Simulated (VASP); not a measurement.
# InSb5 (P6/mmm) in VASP: a series of runs, part 2 of 3

VASP 6.6.1. Earlier steps stand in the parts before.

### Step 3. Single point, PBE

This run uses another cell than the first one, of 36.17 Å³/atom.

INCAR

```
SYSTEM = InSb5
PREC     = Accurate       ! precision mode
ENCUT    = 520            ! plane-wave cutoff, eV
EDIFF    = 1E-6           ! SCF threshold, eV
ISMEAR   = 0              ! smearing method
SIGMA    = 0.1            ! smearing width, eV
LREAL    = .False.        ! projectors in reciprocal space
LASPH    = .True.         ! aspherical terms in the spheres
NELM     = 60             ! most SCF steps
ALGO     = Normal         ! electronic algorithm
ISIF     = 2              ! what is computed and relaxed
LWAVE    = .False.        ! write WAVECAR
LCHARG   = .False.        ! write CHGCAR
GGA      = PE             ! functional
NBANDS   = 28             ! bands
```

KPOINTS

```
regular mesh
0
Gamma
  6 6 2
  0 0 0
```

POSCAR

```
InSb5
1.0
    5.0893484800      0.0000000000      0.0000000000
   -2.5446742400      4.4075050700      0.0000000000
    0.0000000000      0.0000000000      9.6744069800
In Sb
1 5
Direct
    0.0000000000      0.0000000000      0.0000000000
    0.5000000000      0.0000000000      0.5000000000
    0.0000000000      0.5000000000      0.5000000000
    0.5000000000      0.5000000000      0.5000000000
    0.0000000000      0.0000000000      0.6795923100
    0.0000000000      0.0000000000      0.3204076900
```

Potentials or basis: VASP PAW PBE potentials, release 64 (In_d, Sb).

On the command line:

```bash
cat potpaw_PBE.64/In_d/POTCAR potpaw_PBE.64/Sb/POTCAR > POTCAR
mpirun -np 1 vasp_std > vasp.out
```

OUTCAR:

```text
SYSTEM = InSb5
   PREC = Accurate
   ENCUT = 520
   EDIFF = 1E-6
   ISMEAR = 0
   LREAL = .False.
   LASPH = .True.
   NELM = 60
   ISIF = 2
   GGA = PE

 ion  position               nearest neighbor table
   1  0.000  0.000  0.000-   5 3.10   6 3.10
   2  0.500  0.000  0.500-   3 2.54   4 2.54   4 2.54   3 2.54   5 3.08   5 3.08   6 3.08   6 3.08

   3  0.000  0.500  0.500-   2 2.54   2 2.54   4 2.54   4 2.54   5 3.08   6 3.08   5 3.08   6 3.08

   4  0.500  0.500  0.500-   2 2.54   2 2.54   3 2.54   3 2.54   5 3.08   6 3.08   5 3.08   6 3.08

   5  0.000  0.000  0.680-   3 3.08   4 3.08   3 3.08   4 3.08   2 3.08   2 3.08   1 3.10   6 3.47

   6  0.000  0.000  0.320-   3 3.08   4 3.08   3 3.08   4 3.08   2 3.08   2 3.08   1 3.10   5 3.47

  LATTYP: Found a hexagonal cell.
 ALAT       =     5.0893484800
 C/A-ratio  =     1.9009126646

  Lattice vectors:

 A1 = (   5.0893484800,   0.0000000000,   0.0000000000)
 A2 = (  -2.5446742400,   4.4075050700,   0.0000000000)
 A3 = (   0.0000000000,   0.0000000000,   9.6744069800)

Analysis of symmetry for initial positions (statically):
=====================================================================
 Subroutine PRICEL returns:
 Original cell was already a primitive cell.

 Routine SETGRP: Setting up the symmetry group for a
 hexagonal supercell.

 Subroutine GETGRP returns: Found 24 space group operations
 (whereof 24 operations were pure point group operations)
 out of a pool of 24 trial point group operations.

The static configuration has the point symmetry D_6h.

Analysis of symmetry for dynamics (positions and initial velocities):
=====================================================================
 Subroutine PRICEL returns:
 Original cell was already a primitive cell.

 Routine SETGRP: Setting up the symmetry group for a
 hexagonal supercell.

 Subroutine GETGRP returns: Found 24 space group operations
 (whereof 24 operations were pure point group operations)
 out of a pool of 24 trial point group operations.

The dynamic configuration has the point symmetry D_6h.

 Subroutine INISYM returns: Found 24 space group operations
 (whereof 24 operations are pure point group operations),
 and found     1 'primitive' translations

----------------------------------------------------------------------------------------

                                     Primitive cell

  volume of cell :     217.0098

  direct lattice vectors                    reciprocal lattice vectors
     5.089348480  0.000000000  0.000000000     0.196488805  0.113442864  0.000000000
    -2.544674240  4.407505070  0.000000000     0.000000000  0.226885729  0.000000000
     0.000000000  0.000000000  9.674406980     0.000000000  0.000000000  0.103365509

  length of vectors
     5.089348480  5.089348478  9.674406980     0.226885729  0.226885729  0.103365509

  position of ions in fractional coordinates (direct lattice)
     0.000000000  0.000000000  0.000000000
     0.500000000  0.000000000  0.500000000
     0.000000000  0.500000000  0.500000000
     0.500000000  0.500000000  0.500000000
     0.000000000  0.000000000  0.679592310
     0.000000000  0.000000000  0.320407690

  ion indices of the primitive-cell ions
   primitive index   ion index
[... 40 lines left out ...]
  0.333333  0.166667  0.000000     12.000000
  0.333333  0.333333  0.000000      2.000000
  0.000000  0.000000  0.500000      1.000000
  0.166667  0.000000  0.500000      6.000000
  0.333333  0.000000  0.500000      6.000000
  0.500000  0.000000  0.500000      3.000000
  0.166667  0.166667  0.500000      6.000000
  0.333333  0.166667  0.500000     12.000000
  0.333333  0.333333  0.500000      2.000000
   k-points           NKPTS =     14   k-points in BZ     NKDIM =     14   number of bands    NBANDS=     28
   number of dos      NEDOS =    301   number of ions     NIONS =      6
   total plane-waves  NPLWV = 115200
   dimension x,y,z NGX =    40 NGY =   40 NGZ =   72
   dimension x,y,z NGXF=    80 NGYF=   80 NGZF=  144
   ions per type =               1   5
   NGX,Y,Z   is equivalent  to a cutoff of  13.07, 13.07, 12.37 a.u.
   NGXF,Y,Z  is equivalent  to a cutoff of  26.13, 26.13, 24.75 a.u.
 SYSTEM =  InSb5
   PREC   = accura    normal or accurate (medium, high low for compatibility)
   ISTART =      0    job   : 0-new  1-cont  2-samecut
   ICHARG =      2    charge: 1-file 2-atom 10-const
   ISPIN  =      1    spin polarized calculation?
   LNONCOLLINEAR =      F non collinear calculations
   LSORBIT =      F    spin-orbit coupling
   LASPH  =      T    aspherical Exc in radial PAW
   ENCUT  =  520.0 eV  38.22 Ry    6.18 a.u.   9.46  9.46 17.99*2*pi/ulx,y,z
   NELM   =     60;   NELMIN=  2; NELMDL= -5     # of ELM steps
   EDIFF  = 0.1E-05   stopping-criterion for ELM
   LREAL  =      F    real-space projection
   EDIFFG = 0.1E-04   stopping-criterion for IOM
   NSW    =      0    number of steps for IOM
   IBRION =     -1    ionic relax: 0-MD 1-quasi-New 2-CG
   NFREE  =      0    steps in history (QN), initial steepest desc. (CG)
   ISIF   =      2    stress and relaxation
   ISYM   =      2    0-nonsym 1-usesym 2-fastsym
   POTIM  = 0.5000    time-step for ionic-motion
   TEBEG  =    0.0;   TEEND  =   0.0 temperature during run
   PSTRESS=    0.0 pullay stress
   NELECT =      38.0000    total number of electrons
   NUPDOWN=      -1.0000    fix difference up-down
   EMIN   =  10.00;   EMAX   =-10.00  energy-range for DOS
   EFERMI =   0.00;   METHOD = LEGACY
   ISMEAR =     0;   SIGMA  =   0.10  broadening in eV -4-tet -1-fermi 0-gaus
   EFERMI_NEDOS =   21; number of points for ismear=-14 and -15
   IALGO  =     38    algorithm
   IMIX   =      4    mixing-type and parameters
     AMIX     =   0.40;   BMIX     =  1.00
     AMIX_MAG =   1.60;   BMIX_MAG =  1.00
  volume/ion in A,a.u.               =      36.17       244.08
  Fermi-wavevector in a.u.,A,eV,Ry     =   0.915889  1.730780 11.413287  0.838853
  Thomas-Fermi vector in A             =   2.040682
   LORBIT       =      0    0 simple, 1 ext, 2 COOP (PROOUT), +10 PAW based schemes
   GGA     = PE    functional components
   LHFCALC =     F    Hartree Fock is set to
   AEXX    =    0.0000 exact exchange contribution
   IVDW    =     0    specifies the selected vdW correction
   LEPSILON=     F    determine dielectric tensor
   LRPA    =     F    only Hartree local field effects (RPA)
 non-spin polarized calculation
 Gauss-broadening in eV      SIGMA  =   0.10
  energy-cutoff  :      520.00
  volume of cell :      217.01
 maximum number of plane-waves:      5875
 NGX is ok and might be reduce to    40
   NGX = 19   NGY = 19   NGZ = 35

 number of electron      38.0000000 magnetization

 Free energy of the ion-electron system (eV)
  ---------------------------------------------------
  ext. energy  EPLUGINS =         0.00000000
  ---------------------------------------------------
  free energy    TOTEN  =       -13.18925940 eV

  energy without entropy =      -13.15702759  energy(sigma->0) =      -13.17314350

 E-fermi :   5.4715     XC(G=0):  -8.1733

 val. band max:        5.4317639112   @ k =   0.3333   0.1667   0.5000
 cond. band min:       5.4728615304   @ k =   0.3333   0.3333   0.5000
 fundamental gap:      0.0410976192
 Fermi energy:         5.4715472616

 k-point     1 :       0.0000    0.0000    0.0000
  band No.  band energies     occupation
      1     -10.3632      2.00000
      2      -9.4611      2.00000
      3      -9.4611      2.00000
      4      -9.4175      2.00000
      5      -9.3923      2.00000
      6      -9.3923      2.00000
[... 423 lines left out ...]
     27       9.0200      0.00000
     28       9.4264      0.00000

------------------------ aborting loop because EDIFF is reached ----------------------------------------

  FORCE on cell =-STRESS in cart. coord.  units (eV):
  Direction    XX          YY          ZZ          XY          YZ          ZX
  --------------------------------------------------------------------------------------
  -------------------------------------------------------------------------------------
  Total       43.6625938     43.6625938      5.6387819      0.0000000      0.0000000     -0.0000000
  in kB      322.3597062    322.3597058     41.6309690      0.0000000      0.0000000     -0.0000000
  external PRESSURE =     228.7834603 kB  Pullay stress =       0.0000000 kB

 VOLUME and BASIS-vectors are now :
 -----------------------------------------------------------------------------
  energy-cutoff  :      520.00
  volume of cell :      217.01
      direct lattice vectors                 reciprocal lattice vectors
     5.089348480  0.000000000  0.000000000     0.196488805  0.113442864  0.000000000
    -2.544674240  4.407505070  0.000000000     0.000000000  0.226885729  0.000000000
     0.000000000  0.000000000  9.674406980     0.000000000  0.000000000  0.103365509

 POSITION                                       TOTAL-FORCE (eV/Angst)
 -----------------------------------------------------------------------------------
      0.00000      0.00000      0.00000        -0.000000      0.000000      0.000000
      2.54467      0.00000      4.83720        -0.000000      0.000000      0.000000
     -1.27234      2.20375      4.83720        -0.000000      0.000000      0.000000
      1.27234      2.20375      4.83720        -0.000000      0.000000      0.000000
      0.00000      0.00000      6.57465        -0.000000     -0.000000      1.711060
      0.00000      0.00000      3.09975         0.000000      0.000000     -1.711060
 -----------------------------------------------------------------------------------
    total drift:                                0.000000      0.000000     -0.000000

  FREE ENERGIE OF THE ION-ELECTRON SYSTEM (eV)
  ---------------------------------------------------
  free  energy   TOTEN  =       -13.1892594030 eV

  energy  without entropy=      -13.1570275920  energy(sigma->0) =      -13.17314350
```

Run time: 2.3 min. Hardware: 1 thread of Intel Xeon 8259CL, shared host; peak memory 0.36 GiB.

What came out:

```yaml
Free_energy: -13.1893 eV
Pressure: 22.9 GPa
Largest_force: 1.711 eV/Å
Band_gap_on_the_k_mesh: zero (bands 19 and 20 overlap by 0.70 eV)
```

Forces in eV/Å, atoms in the order of the input:
```
In   0.000  0.000  0.000
Sb   0.000  0.000  0.000
Sb   0.000  0.000  0.000
Sb   0.000  0.000  0.000
Sb   0.000  0.000  1.711
Sb   0.000  0.000 -1.711
```

Levels at points of the mesh, in eV from the Fermi level:
```
           k point  band 15  band 16  band 17  band 18  band 19  band 20  band 21  band 22  band 23  band 24
(0.00, 0.00, 0.00)    -4.05    -1.80    -1.47    -1.47    -0.81    -0.07    -0.07     0.95     0.95     2.99
(0.50, 0.00, 0.00)    -2.67    -1.90    -0.97    -0.87    -0.72    -0.49     0.05     1.20     1.68     1.82
(0.00, 0.00, 0.50)    -3.44    -3.04    -1.54    -1.54    -0.07    -0.07     1.18     1.38     1.38     2.34
(0.50, 0.00, 0.50)    -1.99    -1.69    -1.31    -0.90    -0.72    -0.26     0.99     1.14     1.69     1.93
```

Caveat: the cell stands under pressure; semilocal functionals underestimate gaps, so a narrow gap can read as zero; spin-orbit coupling is left out, which moves the levels of the heavy elements; forces of over 1 eV/Å act on the atoms, so gaps and moduli don't describe the material at rest.

### Step 4. Single point, PBE

This run uses another cell than the first one, of 50.64 Å³/atom.

INCAR

```
ALGO = Normal ; EDIFF = 1E-6
ENCUT = 520 ; GGA = PE
ISIF = 2 ; ISMEAR = 0
LASPH = True ; LCHARG = True
LELF = True ; LREAL = False
LVHAR = True ; LWAVE = False
NBANDS = 28 ; NELM = 60
PREC = Accurate ; SIGMA = 0.1
```

KPOINTS

```
k-points
0
Gamma
  6 6 4
```

POSCAR

```
InSb5
1.0
    6.1930849204      0.0000000000      0.0000000000
   -3.0965424602      5.3633688688      0.0000000000
    0.0000000000      0.0000000000      9.1478950277
In Sb
1 5
Direct
    0.0000000000      0.0000000000      0.0000000000
    0.5000000000      0.0000000000      0.5000000000
    0.0000000000      0.5000000000      0.5000000000
    0.5000000000      0.5000000000      0.5000000000
    0.0000000000      0.0000000000      0.6609077222
    0.0000000000      0.0000000000      0.3390922778
```

On the command line:

```bash
cat potpaw_PBE.64/In_d/POTCAR potpaw_PBE.64/Sb/POTCAR > POTCAR
mpirun -np 1 vasp_std > vasp.out
```

Run time: 6.6 min. Hardware: 1 thread of Intel Xeon 8259CL, shared host; peak memory 0.49 GiB.

The run converged. Its results:

- Free energy: -20.1111 eV
- Pressure: -0.1 GPa
- Band gap on the k mesh: zero (bands 19 and 20 overlap by 0.42 eV)

Forces on the atoms (eV/Å):
```
In   0.000  0.000  0.000
Sb   0.000  0.000  0.000
Sb   0.000  0.000  0.000
Sb   0.000  0.000  0.000
Sb   0.000  0.000  0.002
Sb   0.000  0.000 -0.002
```

Stress tensor (GPa, compression positive):
```
-0.09  0.00  0.00
 0.00 -0.09  0.00
 0.00  0.00  0.01
```

Levels at points of the mesh, in eV from the Fermi level:
```tsv
k point	band 16	band 17	band 18	band 19	band 20	band 21	band 22	band 23
(0.00, 0.00, 0.00)	-1.26	-0.77	-0.77	-0.19	0.05	0.05	0.62	0.62
(0.50, 0.00, 0.00)	-1.43	-1.24	-1.22	-0.86	-0.16	-0.13	0.60	0.68
(0.00, 0.00, 0.50)	-2.12	-0.98	-0.98	0.05	0.05	1.58	1.58	1.69
(0.50, 0.00, 0.50)	-1.74	-1.27	-1.06	-0.86	0.12	0.31	0.45	1.03
```

Caveat: semilocal functionals underestimate gaps, so a narrow gap can read as zero; spin-orbit coupling is left out, which moves the levels of the heavy elements.

(Part 2 of 3 ends here.)
